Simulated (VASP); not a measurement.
Write the native input for VASP 6.6.1 that does the following.

| Property | Result |
| --- | --- |
| Task | single point |
| Functional | PBE |
| Potentials or basis | VASP PAW PBE potentials, release 64 (Li_sv, Cl) |
| Cutoff | 520 eV |
| k mesh | 8 × 8 × 8 |
| Occupations | fermi-dirac, width 0.02 eV |
| Spin | no spin polarisation |
| Dipole correction | no |
| Further INCAR settings | ALGO = Fast; EDIFF = 1e-06; NBANDS = 12 |

The structure of LiCl lies in POSCAR:

```
LiCl
1.0
    0.0000000000      2.8429108541      2.8429108541
    2.8429108541      0.0000000000      2.8429108541
    2.8429108541      2.8429108541      0.0000000000
Li Cl
1 1
Direct
    0.0000000000      0.0000000000      0.0000000000
    0.2500000000      0.2500000000      0.2500000000
```

This cell differs from its parent crystal: strain +4.0%.

These files were run (other wordings do the same):

INCAR

```
SYSTEM = LiCl
ALGO     = Fast           ! electronic algorithm
EDIFF    = 1E-6           ! SCF threshold, eV
ENCUT    = 520            ! plane-wave cutoff, eV
GGA      = PE             ! functional
ISIF     = 2              ! what is computed and relaxed
ISMEAR   = -1             ! smearing method
LASPH    = .True.         ! aspherical terms in the spheres
LCHARG   = .False.        ! write CHGCAR
LREAL    = .False.        ! projectors in reciprocal space
LWAVE    = .False.        ! write WAVECAR
NBANDS   = 12             ! bands
NELM     = 100            ! most SCF steps
PREC     = Accurate       ! precision mode
SIGMA    = 0.02           ! smearing width, eV
```

KPOINTS

```
k-points
0
Gamma
  8 8 8
  0 0 0
```

Potentials or basis: VASP PAW PBE potentials, release 64 (Li_sv, Cl).

Command:

```sh
$ cat potpaw_PBE.64/Li_sv/POTCAR potpaw_PBE.64/Cl/POTCAR > POTCAR
$ mpirun -np 1 vasp_std > vasp.out
```

It gave:

```yaml
Band_gap_on_the_k_mesh: 5.66 eV
```

Caveat: the cell differs from its parent crystal (strain +4.0%).

It took 16 s on 1 thread of Intel(R) Xeon(R) 6975P-C (Granite Rapids), on a shared host, peak memory 0.16 GiB.
